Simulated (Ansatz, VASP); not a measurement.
# Pt: VASP beside Ansatz

Contents of INCAR:

```
SYSTEM = Pt
  ALGO = Fast
  EDIFF = 1E-6
  ENCUT = 520
  GGA = PE
  ISIF = 2
  ISMEAR = 0
  LASPH = .TRUE.
  LCHARG = .FALSE.
  LREAL = .FALSE.
  LWAVE = .FALSE.
  NBANDS = 11
  NELM = 100
  PREC = Accurate
  SIGMA = 0.012
```

File KPOINTS:

```
k-points
0
G
  12 12 12
  0 0 0
```

File POSCAR:

```
Pt
1.0
   -1.5842200000      1.5842200000      1.5842200000
    1.5842200000     -1.5842200000      1.5842200000
    1.5842200000      1.5842200000     -1.5842200000
Pt
1
Direct
    0.0000000000      0.0000000000      0.0000000000
```

File input.yaml:

```yaml
crystal:
  lattice:
    - [-1.58422, 1.58422, 1.58422]
    - [1.58422, -1.58422, 1.58422]
    - [1.58422, 1.58422, -1.58422]
  atoms:
    - { symbol: Pt, position: [0.0, 0.0, 0.0] }
hamiltonian:
  xc: pbe
  pseudopotentials: { kind: paw }
kpoints:
  mp_grid: { grid: [12, 12, 12] }
scf:
  occupations: { method: gaussian, width: 0.012 }
output:
  forces: true
  stress: true
  eigenvalues: true
```

Alike in both runs: task single point; functional PBE; k mesh 12 × 12 × 12; occupations gaussian, width 0.012 eV; no spin polarisation.

|  | VASP | Ansatz |
| --- | --- | --- |
| version | VASP 6.6.1 | Ansatz 0.2.0 |
| potentials or method | VASP PAW PBE potentials, release 64 (Pt) | Ansatz PAW |
| plane-wave cutoff (eV) | 520 | 420 |
| valence electrons in the cell | 10 | 18 |

```tsv
	VASP	Ansatz	Ansatz less VASP
gap on the k mesh at the Fermi level (eV)	none	none	-
pressure (GPa)	-1.9	-1.4	+0.45
```

A gap of «none» marks a metal or a gap that the smearing closes. VASP's potentials hold 10 valence electrons a cell and Ansatz's 18, so a difference there can come from the potentials and not from the codes.

Neither program's run includes spin-orbit coupling.
